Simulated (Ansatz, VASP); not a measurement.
# BeTe6: VASP beside Ansatz

```xyz
7
Lattice="3.7667 2.1747 4.5145 -3.7667 2.1747 4.5145 0.0000 -4.3494 4.5145" Properties=species:S:1:pos:R:3 pbc="T T T"
Be    0.0000    0.0000    0.0000
Te    1.5698    2.2481    5.7974
Te   -1.5698   -2.2481    7.7460
Te    1.1621   -2.4835    5.7974
Te   -2.7318    0.2354    5.7974
Te   -1.1621    2.4835    7.7460
Te    2.7318   -0.2354    7.7460
```

Change from the starting cell: species swapped into the WCl6 type (R-3, No. 148).

Alike in both runs: functional PBE; k mesh 3 × 3 × 3; occupations gaussian, width 0.2 eV; no spin polarisation.

Ansatz relaxed the structure, and its values are those at the end. VASP's run is a single point on that final structure, the one shown.

```csv
,VASP,Ansatz
version,VASP 6.6.1,Ansatz 0.2.0
potentials or method,"VASP PAW PBE potentials, release 64 (Be, Te), cutoff 520 eV","scalar-relativistic, plane waves, PAW"
valence electrons in the cell,38,98
```

|  | VASP | Ansatz | Ansatz less VASP |
| --- | --- | --- | --- |
| gap on the k mesh at the Fermi level (eV) | 0.20 | 0.20 | 0.000 |
| least direct gap on the mesh (eV) | 0.41 | 0.41 | +0.002 |
| pressure (GPa) | 0.3 | 0.3 | +0.01 |
| rms of the force components (eV/Å) | 0.015 | 0.017 | +0.0019 |

With one functional, cell and mesh, what is left measures potentials, basis and numerics. VASP's potentials hold 38 valence electrons a cell and Ansatz's 98, so a difference there can come from the potentials and not from the codes.

Neither program's run includes spin-orbit coupling.
